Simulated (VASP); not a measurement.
# Ni (Fm-3m) in VASP: further runs, part 2 of 2

VASP 6.6.1. Earlier steps stand in the parts before.

**5. Relaxation of cell and atoms, PBE**

This run uses another cell than the first one, of 10.94 Å³/atom, 1.004 times its volume.

File INCAR:

```
PREC = Accurate
ENCUT = 600
EDIFF = 1E-7
ISMEAR = -1
SIGMA = 0.1
LREAL = F
LASPH = T
NELM = 60
ALGO = Normal
ISIF = 3
LWAVE = F
LCHARG = F
GGA = PE
IBRION = 2
NSW = 80
EDIFFG = -0.01
```

File KPOINTS:

```
Automatic mesh
0
Gamma
  15 15 15
```

File POSCAR:

```
Ni
1.0
    0.0000000000      1.7619400000      1.7619400000
    1.7619400000      0.0000000000      1.7619400000
    1.7619400000      1.7619400000      0.0000000000
Ni
1
Direct
    0.0000000000      0.0000000000      0.0000000000
```

Potentials or basis: VASP PAW PBE potentials, release 64 (Ni).

Launch:

```
$ cat potpaw_PBE.64/Ni/POTCAR > POTCAR
$ mpirun -np 1 vasp_std > vasp.out
```

OUTCAR:

```text
PREC = Accurate
   ENCUT = 600
   EDIFF = 1E-7
   ISMEAR = -1
   LREAL = F
   LASPH = T
   NELM = 60
   ISIF = 3
   GGA = PE
   IBRION = 2
   NSW = 80
   EDIFFG = -0.01

 ion  position               nearest neighbor table
   1  0.000  0.000  0.000-

  LATTYP: Found a face centered cubic cell.
 ALAT       =     3.5238800000

  Lattice vectors:

 A1 = (   0.0000000000,   1.7619400000,   1.7619400000)
 A2 = (   1.7619400000,   0.0000000000,   1.7619400000)
 A3 = (   1.7619400000,   1.7619400000,   0.0000000000)

Analysis of symmetry for initial positions (statically):
=====================================================================
 Subroutine PRICEL returns:
 Original cell was already a primitive cell.

 Routine SETGRP: Setting up the symmetry group for a
 face centered cubic supercell.

 Subroutine GETGRP returns: Found 48 space group operations
 (whereof 48 operations were pure point group operations)
 out of a pool of 48 trial point group operations.

The static configuration has the point symmetry O_h .

Analysis of symmetry for dynamics (positions and initial velocities):
=====================================================================
 Subroutine PRICEL returns:
[... 163 lines left out ...]
  Total       -0.1100963     -0.1100963     -0.1100963     -0.0000000     -0.0000000      0.0000000
  in kB      -16.1242645    -16.1242645    -16.1242645     -0.0000000     -0.0000000      0.0000000
  external PRESSURE =     -16.1242645 kB  Pullay stress =       0.0000000 kB
[... 57 lines left out ...]
--------------------------------------- Ionic step        3  -------------------------------------------

 number of electron      10.0000009 magnetization

 Free energy of the ion-electron system (eV)
  ---------------------------------------------------
  ext. energy  EPLUGINS =         0.00000000
  ---------------------------------------------------
  free energy    TOTEN  =        -5.46576266 eV

  energy without entropy =       -5.38004419  energy(sigma->0) =       -5.42290342

 E-fermi :   9.2604     XC(G=0): -13.2719

 val. band max:        9.2593823863   @ k =   0.4667   0.2000   0.0000
 cond. band min:       9.2643359218   @ k =  -0.3333   0.4000   0.2000
 fundamental gap:      0.0049535355
 Fermi energy:         9.2603941683

 k-point     1 :       0.0000    0.0000    0.0000
  band No.  band energies     occupation
      1       0.3706      2.00000
      2       7.3777      2.00000
      3       7.3777      2.00000
      4       7.3777      2.00000
      5       8.4770      1.99921
      6       8.4770      1.99921
      7      33.0886      0.00000
      8      37.0443      0.00000
      9      37.0443      0.00000
[... 265 lines left out ...]
 k-point    24 :       0.2000    0.1333    0.0000
  band No.  band energies     occupation
      1       1.8779      2.00000
      2       6.8879      2.00000
      3       7.7266      2.00000
      4       7.7641      2.00000
      5       8.1287      1.99998
      6       8.6583      1.99516
      7      29.1844      0.00000
      8      31.7707      0.00000
      9      32.1506      0.00000

 [... further k-points ...]
[... 5 lines left out ...]
  --------------------------------------------------------------------------------------
  -------------------------------------------------------------------------------------
  Total        0.0017824      0.0017824      0.0017824      0.0000000      0.0000000      0.0000000
  in kB        0.2632866      0.2632866      0.2632866      0.0000000      0.0000000      0.0000000
  external PRESSURE =       0.2632866 kB  Pullay stress =       0.0000000 kB
[... 16 lines left out ...]
  FREE ENERGIE OF THE ION-ELECTRON SYSTEM (eV)
  ---------------------------------------------------
  free  energy   TOTEN  =        -5.4657626616 eV

  energy  without entropy=       -5.3800441872  energy(sigma->0) =       -5.42290342

 reached required accuracy - stopping structural energy minimisation
```

CONTCAR:

```text
Ni
   1.00000000000000
    -0.0000000000000000    1.7569310998305052    1.7569310998305052
     1.7569310998305052    0.0000000000000000    1.7569310998305052
     1.7569310998305052    1.7569310998305052    0.0000000000000000
  Ni
     1
Direct
     0.0000000000000000    0.0000000000000000    0.0000000000000000

  0.00000000E+00  0.00000000E+00  0.00000000E+00
```

Wall time 12 s (1 thread of Intel Xeon 6975P-C (Granite Rapids), shared host); peak memory 0.14 GiB.

Results:

```yaml
Free_energy: -5.4658 eV
Relaxed_volume: 10.85 Å³/atom
Relaxed_cell: a = 2.485 Å, b = 2.485 Å, c = 2.485 Å, α = 60.00°, β = 60.00°, γ = 60.00°
Space_group_after_relaxing_to_0.05_Å: Fm-3m (No. 225)
Energy_gained_by_relaxing: 0.5 meV/atom
Ionic_steps: 3
Pressure_after_relaxing: 0.0 GPa
Band_gap_on_the_k_mesh: zero (band 5 reaches 9.39 eV, above the bottom of band 6 at 8.43 eV)
```

The path:
```
step  energy change (eV)  largest force (eV/Å)  pressure (GPa)  volume (Å³)
   1              0.0000                0.0000           -1.61        10.94
   2             -0.0001                0.0000            1.52        10.77
   3             -0.0005                0.0000            0.03        10.85
```

Final structure:
```yaml
crystal:
  lattice:
    - [0.00000, 1.75693, 1.75693]
    - [1.75693, 0.00000, 1.75693]
    - [1.75693, 1.75693, 0.00000]
  atoms:
    - { symbol: Ni, position: [0.00000, 0.00000, 0.00000] }
```

Levels at points of the mesh, in eV from the Fermi level:
```tsv
k point	band 1	band 2	band 3	band 4	band 5	band 6	band 7	band 8	band 9
(0.00, 0.00, 0.00)	-8.89	-1.88	-1.88	-1.88	-0.78	-0.78	23.83	27.78	27.78
```

Caveat: the run has no spin polarisation, though such a crystal can be magnetic. Spin polarisation is off, so any magnetic state and its effect on volume and gap are missing.

**6. Single point, PBE (volume scaled by 0.88)**

File INCAR:

```
PREC = Accurate ; ENCUT = 520
EDIFF = 1E-6 ; ISMEAR = -1
SIGMA = 0.1 ; LREAL = F
LASPH = T ; NELM = 80
ALGO = Normal ; ISIF = 2
LWAVE = F ; LCHARG = F
GGA = PE ; NBANDS = 11
```

File KPOINTS:

```
Automatic mesh
0
Gamma
  25 25 25
```

File POSCAR:

```
Ni
1.0
    0.0000000000      1.6839413076      1.6839413076
    1.6839413076      0.0000000000      1.6839413076
    1.6839413076      1.6839413076      0.0000000000
Ni
1
Direct
    0.0000000000      0.0000000000      0.0000000000
```

Potentials or basis: VASP PAW PBE potentials, release 64 (Ni).

Launch:

```
$ cat potpaw_PBE.64/Ni/POTCAR > POTCAR
$ mpirun -np 1 vasp_std > vasp.out
```

It took 16 s on 1 thread of Intel Xeon 6975P-C (Granite Rapids), shared host; peak memory 0.15 GiB.

The run converged. Its results:

```
Free energy            : -5.3412 eV
Pressure               : 34.6 GPa
Band gap on the k mesh : zero (band 5 reaches 11.40 eV, above the bottom of band 6 at 10.22 eV)
```

Levels at points of the mesh, in eV from the Fermi level:
```
           k point  band 2  band 3  band 4  band 5  band 6  band 7  band 8  band 9
(0.00, 0.00, 0.00)   -2.26   -2.26   -2.26   -0.93   -0.93   24.90   29.85   29.85
```

Caveat: the cell differs from its parent crystal (volume scaled by 0.88); the run has no spin polarisation, though such a crystal can be magnetic. Spin polarisation is off, so any magnetic state and its effect on volume and gap are missing.

**7. The runs side by side**

```csv
task,spin,cell,k mesh,cutoff (eV),smearing,gap on the mesh (eV),pressure (GPa),moment (μB)
single point,"collinear, ferromagnetic start","a = 2.489 Å, angles 60.0°, 1 atom",22 × 22 × 22,520,fermi-dirac 0.05 eV,none,-0.1,0.64
single point,"collinear, ferromagnetic start","a = 2.489 Å, angles 60.0°, 1 atom",25 × 25 × 25,520,fermi-dirac 0.05 eV,none,-0.2,0.62
single point,off,"a = 2.485 Å, angles 60.0°, 1 atom",15 × 15 × 15,520,fermi-dirac 0.1 eV,none,0.0,-
relaxation of cell and atoms,off,"relaxed from a = 2.492 Å, angles 60.0°, 1 atom",15 × 15 × 15,600,fermi-dirac 0.1 eV,none,0.0,-
single point,off,"a = 2.381 Å, angles 60.0°, 1 atom",25 × 25 × 25,520,fermi-dirac 0.1 eV,none,34.6,-
```

Alike in all rows: level PBE; potentials or basis VASP PAW PBE potentials, release 64 (Ni).

Total energies depend on the potentials used, so only differences within one code and one set of settings carry meaning.
